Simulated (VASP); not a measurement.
# SiO (P4/mmm) in VASP: notebook

Runs on SiO. Level: PBE. Tasks: single point, relaxation of cell and atoms.

Everything below comes from runs of VASP 6.6.1. Logs are shortened: lines on timing, memory, paths and dates and some standing lists are left out, and cuts for length are marked.

**1. The cell of the first run**

Symmetry: P4/mmm, No. 123, tetragonal system. The conventional cell has a = 2.840 Å, b = 2.840 Å, c = 3.153 Å, α = 90.00°, β = 90.00°, γ = 90.00°. Si (site symmetry 4/mmm) has 8 O at 2.55 Å and 6 Si at 2.84 to 3.15 Å within 3.4 Å. O (site symmetry 4/mmm) has 8 Si at 2.55 Å and 6 O at 2.84 to 3.15 Å within 3.4 Å.

The cell was built from a structure type or drawn by symmetry, and may not be a known phase.

**2. Single point, PBE**

File INCAR:

```
ALGO     = Normal         # electronic algorithm
EDIFF    = 1E-6           # SCF threshold, eV
ENCUT    = 520            # plane-wave cutoff, eV
GGA      = PE             # functional
ISIF     = 2              # what is computed and relaxed
ISMEAR   = 0              # smearing method
LASPH    = T              # aspherical terms in the spheres
LCHARG   = F              # write CHGCAR
LREAL    = F              # projectors in reciprocal space
LWAVE    = F              # write WAVECAR
NBANDS   = 12             # bands
NELM     = 80             # most SCF steps
PREC     = Accurate       # precision mode
SIGMA    = 0.1            # smearing width, eV
```

File KPOINTS:

```
k-points
0
Gamma
  6 6 6
```

File POSCAR:

```
SiO
1.0
    2.8402371000      0.0000000000      0.0000000000
    0.0000000000      2.8402371000      0.0000000000
    0.0000000000      0.0000000000      3.1528213100
Si O
1 1
Direct
    0.0000000000      0.0000000000      0.0000000000
    0.5000000000      0.5000000000      0.5000000000
```

Potentials or basis: VASP PAW PBE potentials, release 64 (Si, O).

Launch:

```
$ cat potpaw_PBE.64/Si/POTCAR potpaw_PBE.64/O/POTCAR > POTCAR
$ mpirun -np 1 vasp_std > vasp.out
```

OUTCAR:

```text
EDIFF = 1E-6
   ENCUT = 520
   GGA = PE
   ISIF = 2
   ISMEAR = 0
   LASPH = T
   LREAL = F
   NELM = 80
   PREC = Accurate

 ion  position               nearest neighbor table
   1  0.000  0.000  0.000-   2 2.55   2 2.55   2 2.55   2 2.55   2 2.55   2 2.55   2 2.55   2 2.55

   2  0.500  0.500  0.500-   1 2.55   1 2.55   1 2.55   1 2.55   1 2.55   1 2.55   1 2.55   1 2.55

  LATTYP: Found a simple tetragonal cell.
 ALAT       =     2.8402371000
 C/A-ratio  =     1.1100556746

  Lattice vectors:

 A1 = (   2.8402371000,   0.0000000000,   0.0000000000)
 A2 = (   0.0000000000,   2.8402371000,   0.0000000000)
 A3 = (   0.0000000000,   0.0000000000,   3.1528213100)

Analysis of symmetry for initial positions (statically):
=====================================================================
 Subroutine PRICEL returns:
 Original cell was already a primitive cell.

 Routine SETGRP: Setting up the symmetry group for a
 simple tetragonal supercell.

 Subroutine GETGRP returns: Found 16 space group operations
 (whereof 16 operations were pure point group operations)
 out of a pool of 16 trial point group operations.

The static configuration has the point symmetry D_4h.

Analysis of symmetry for dynamics (positions and initial velocities):
=====================================================================
 Subroutine PRICEL returns:
 Original cell was already a primitive cell.

 Routine SETGRP: Setting up the symmetry group for a
 simple tetragonal supercell.

 Subroutine GETGRP returns: Found 16 space group operations
 (whereof 16 operations were pure point group operations)
 out of a pool of 16 trial point group operations.

The dynamic configuration has the point symmetry D_4h.

 Subroutine INISYM returns: Found 16 space group operations
 (whereof 16 operations are pure point group operations),
 and found     1 'primitive' translations

----------------------------------------------------------------------------------------

                                     Primitive cell

  volume of cell :      25.4336

  direct lattice vectors                    reciprocal lattice vectors
     2.840237100  0.000000000  0.000000000     0.352083282  0.000000000  0.000000000
     0.000000000  2.840237100  0.000000000     0.000000000  0.352083282  0.000000000
     0.000000000  0.000000000  3.152821310     0.000000000  0.000000000  0.317176237

  length of vectors
     2.840237100  2.840237100  3.152821310     0.352083282  0.352083282  0.317176237

  position of ions in fractional coordinates (direct lattice)
     0.000000000  0.000000000  0.000000000
     0.500000000  0.500000000  0.500000000

  ion indices of the primitive-cell ions
   primitive index   ion index
                 1           1
                 2           2

----------------------------------------------------------------------------------------

 KPOINTS: k-points

Automatic generation of k-mesh.
 Grid dimensions read from file:
 generate k-points for:    6    6    6

 Generating k-lattice:

  Cartesian coordinates                     Fractional coordinates (reciprocal lattice)
     0.058680547  0.000000000  0.000000000     0.166666667  0.000000000  0.000000000
     0.000000000  0.058680547  0.000000000     0.000000000  0.166666667  0.000000000
     0.000000000  0.000000000  0.052862706     0.000000000  0.000000000  0.166666667

  Length of vectors
     0.058680547  0.058680547  0.052862706

  Shift w.r.t. Gamma in fractional coordinates (k-lattice)
     0.000000000  0.000000000  0.000000000

 Subroutine IBZKPT returns following result:
 ===========================================

 Found     40 irreducible k-points:

 Following reciprocal coordinates:
            Coordinates               Weight
  0.000000  0.000000  0.000000      1.000000
  0.166667  0.000000  0.000000      4.000000
  0.333333  0.000000  0.000000      4.000000
  0.500000  0.000000  0.000000      2.000000
  0.166667  0.166667  0.000000      4.000000
  0.333333  0.166667  0.000000      8.000000
[... 16 lines left out ...]
  0.333333  0.000000  0.333333      8.000000
  0.500000  0.000000  0.333333      4.000000
 [... further k-points ...]
   k-points           NKPTS =     40   k-points in BZ     NKDIM =     40   number of bands    NBANDS=     12
   number of dos      NEDOS =    301   number of ions     NIONS =      2
   total plane-waves  NPLWV =  13824
   dimension x,y,z NGX =    24 NGY =   24 NGZ =   24
   dimension x,y,z NGXF=    48 NGYF=   48 NGZF=   48
   ions per type =               1   1
   NGX,Y,Z   is equivalent  to a cutoff of  14.05, 14.05, 12.66 a.u.
   NGXF,Y,Z  is equivalent  to a cutoff of  28.10, 28.10, 25.31 a.u.
 SYSTEM =  unknown system
   PREC   = accura    normal or accurate (medium, high low for compatibility)
   ISTART =      0    job   : 0-new  1-cont  2-samecut
   ICHARG =      2    charge: 1-file 2-atom 10-const
   ISPIN  =      1    spin polarized calculation?
   LNONCOLLINEAR =      F non collinear calculations
   LSORBIT =      F    spin-orbit coupling
   LASPH  =      T    aspherical Exc in radial PAW
   ENCUT  =  520.0 eV  38.22 Ry    6.18 a.u.   5.28  5.28  5.86*2*pi/ulx,y,z
   NELM   =     80;   NELMIN=  2; NELMDL= -5     # of ELM steps
   EDIFF  = 0.1E-05   stopping-criterion for ELM
   LREAL  =      F    real-space projection
   EDIFFG = 0.1E-04   stopping-criterion for IOM
   NSW    =      0    number of steps for IOM
   IBRION =     -1    ionic relax: 0-MD 1-quasi-New 2-CG
   NFREE  =      0    steps in history (QN), initial steepest desc. (CG)
   ISIF   =      2    stress and relaxation
   ISYM   =      2    0-nonsym 1-usesym 2-fastsym
   POTIM  = 0.5000    time-step for ionic-motion
   TEBEG  =    0.0;   TEEND  =   0.0 temperature during run
   PSTRESS=    0.0 pullay stress
   NELECT =      10.0000    total number of electrons
   NUPDOWN=      -1.0000    fix difference up-down
   EMIN   =  10.00;   EMAX   =-10.00  energy-range for DOS
   EFERMI =   0.00;   METHOD = LEGACY
   ISMEAR =     0;   SIGMA  =   0.10  broadening in eV -4-tet -1-fermi 0-gaus
   EFERMI_NEDOS =   21; number of points for ismear=-14 and -15
   IALGO  =     38    algorithm
   IMIX   =      4    mixing-type and parameters
     AMIX     =   0.40;   BMIX     =  1.00
     AMIX_MAG =   1.60;   BMIX_MAG =  1.00
  volume/ion in A,a.u.               =      12.72        85.82
  Fermi-wavevector in a.u.,A,eV,Ry     =   1.199330  2.266405 19.570513  1.438392
  Thomas-Fermi vector in A             =   2.335195
   LORBIT       =      0    0 simple, 1 ext, 2 COOP (PROOUT), +10 PAW based schemes
   GGA     = PE    functional components
   LHFCALC =     F    Hartree Fock is set to
   AEXX    =    0.0000 exact exchange contribution
   IVDW    =     0    specifies the selected vdW correction
   LEPSILON=     F    determine dielectric tensor
   LRPA    =     F    only Hartree local field effects (RPA)
 non-spin polarized calculation
 Gauss-broadening in eV      SIGMA  =   0.10
  energy-cutoff  :      520.00
  volume of cell :       25.43
 maximum number of plane-waves:       712
 NGX is ok and might be reduce to    24
   NGX = 11   NGY = 11   NGZ = 11

 number of electron      10.0000005 magnetization

 Free energy of the ion-electron system (eV)
  ---------------------------------------------------
  ext. energy  EPLUGINS =         0.00000000
  ---------------------------------------------------
  free energy    TOTEN  =       -10.17921460 eV

  energy without entropy =      -10.17763852  energy(sigma->0) =      -10.17842656

 E-fermi :   6.1185     XC(G=0): -10.8056

 val. band max:        5.9390817997   @ k =   0.0000   0.0000   0.5000
 cond. band min:       6.1383204027   @ k =   0.5000   0.1667   0.0000
 fundamental gap:      0.1992386031
 Fermi energy:         6.1185328298

 k-point     1 :       0.0000    0.0000    0.0000
  band No.  band energies     occupation
      1     -12.3028      2.00000
      2      -1.1010      2.00000
      3       2.7789      2.00000
      4       4.1027      2.00000
      5       4.1027      2.00000
      6      12.2749      0.00000
      7      12.3885      0.00000
      8      12.9825      0.00000
      9      13.7528      0.00000
     10      13.7528      0.00000
     11      23.7456      0.00000
     12      23.7456      0.00000

 k-point     2 :       0.1667    0.0000    0.0000
  band No.  band energies     occupation
      1     -12.0902      2.00000
      2      -1.3895      2.00000
      3       3.0039      2.00000
      4       3.7625      2.00000
      5       4.2518      2.00000
      6      10.5004      0.00000
      7      12.0771      0.00000
      8      12.8827      0.00000
      9      13.7157      0.00000
     10      16.7602      0.00000
     11      22.2781      0.00000
     12      24.0890      0.00000

 k-point     3 :       0.3333    0.0000    0.0000
  band No.  band energies     occupation
      1     -11.6078      2.00000
      2      -2.2681      2.00000
      3       3.5221      2.00000
      4       3.9118      2.00000
      5       4.5746      2.00000
      6       8.0398      0.00000
      7      11.3058      0.00000
      8      13.5858      0.00000
      9      14.0984      0.00000
     10      20.5001      0.00000
     11      20.7256      0.00000
     12      22.0187      0.00000

 k-point     4 :       0.5000    0.0000    0.0000
  band No.  band energies     occupation
      1     -11.3282      2.00000
      2      -2.8210      2.00000
      3       3.8295      2.00000
      4       4.6157      2.00000
      5       4.7506      2.00000
      6       6.5618      0.00000
      7      10.8365      0.00000
      8      13.4850      0.00000
      9      15.0535      0.00000
     10      20.2058      0.00000
     11      20.2486      0.00000
     12      21.2845      0.00000

 k-point     5 :       0.1667    0.1667    0.0000
  band No.  band energies     occupation
      1     -11.8900      2.00000
      2      -1.4530      2.00000
      3       2.9749      2.00000
      4       3.2136      2.00000
      5       4.7377      2.00000
      6      10.5067      0.00000
      7      10.6408      0.00000
      8      11.9443      0.00000
      9      15.2411      0.00000
     10      18.6634      0.00000
     11      21.2276      0.00000
     12      21.3451      0.00000
[... 228 lines left out ...]
      1     -11.7975      2.00000
      2      -3.2351      2.00000
      3       4.4555      2.00000
      4       4.4555      2.00000
      5       4.6882      2.00000
      6       8.3014      0.00000
      7      12.9042      0.00000
      8      12.9042      0.00000
      9      13.9949      0.00000
     10      18.2242      0.00000
     11      22.1514      0.00000
     12      22.7427      0.00000

 k-point    22 :       0.1667    0.0000    0.3333
  band No.  band energies     occupation
      1     -11.6265      2.00000
      2      -2.8537      2.00000
      3       2.5506      2.00000
      4       4.5715      2.00000
      5       5.7610      2.00000
      6       8.1561      0.00000
      7      10.4597      0.00000
      8      13.1805      0.00000
      9      16.4237      0.00000
     10      19.4911      0.00000
     11      20.0682      0.00000
     12      22.1211      0.00000

 k-point    23 :       0.3333    0.0000    0.3333
  band No.  band energies     occupation
      1     -11.2502      2.00000
      2      -1.8889      2.00000
      3       0.8666      2.00000
      4       4.3739      2.00000
      5       4.8164      2.00000
      6       8.0897      0.00000
      7      10.2436      0.00000
      8      13.8637      0.00000
      9      17.0276      0.00000
     10      17.9614      0.00000
     11      20.6908      0.00000
     12      22.2657      0.00000

 k-point    24 :       0.5000    0.0000    0.3333
  band No.  band energies     occupation
      1     -11.0409      2.00000
      2      -1.3412      2.00000
      3       0.5921      2.00000
      4       2.8021      2.00000
      5       4.9460      2.00000
      6       8.3537      0.00000
      7      10.5634      0.00000
      8      14.3198      0.00000
      9      15.8812      0.00000
     10      18.7710      0.00000
     11      19.8140      0.00000
     12      21.4537      0.00000

 [... further k-points ...]
[... 5 lines left out ...]
  --------------------------------------------------------------------------------------
  -------------------------------------------------------------------------------------
  Total       -1.5463946     -1.5463946     -3.3520494      0.0000000      0.0000000      0.0000000
  in kB      -97.4142173    -97.4142173   -211.1603819      0.0000000      0.0000000      0.0000000
  external PRESSURE =    -135.3296055 kB  Pullay stress =       0.0000000 kB

 VOLUME and BASIS-vectors are now :
 -----------------------------------------------------------------------------
  energy-cutoff  :      520.00
  volume of cell :       25.43
      direct lattice vectors                 reciprocal lattice vectors
     2.840237100  0.000000000  0.000000000     0.352083282  0.000000000  0.000000000
     0.000000000  2.840237100  0.000000000     0.000000000  0.352083282  0.000000000
     0.000000000  0.000000000  3.152821310     0.000000000  0.000000000  0.317176237

 POSITION                                       TOTAL-FORCE (eV/Angst)
 -----------------------------------------------------------------------------------
      0.00000      0.00000      0.00000         0.000000      0.000000      0.000000
      1.42012      1.42012      1.57641         0.000000      0.000000      0.000000
 -----------------------------------------------------------------------------------
    total drift:                                0.000000      0.000000     -0.000000

  FREE ENERGIE OF THE ION-ELECTRON SYSTEM (eV)
  ---------------------------------------------------
  free  energy   TOTEN  =       -10.1792145979 eV

  energy  without entropy=      -10.1776385172  energy(sigma->0) =      -10.17842656
```

It took 13 s on 1 thread of Intel Xeon 8259CL, shared host; peak memory 0.14 GiB.

Results:

```
Free energy            : -10.1792 eV
Pressure               : -13.5 GPa
Band gap on the k mesh : zero (bands 5 and 6 overlap by 0.85 eV)
```

Caveat: the k points lie up to 0.37 Å⁻¹ apart, too coarse for converged energies and pressures of a metal.

(Part 1 of 2 ends here.)
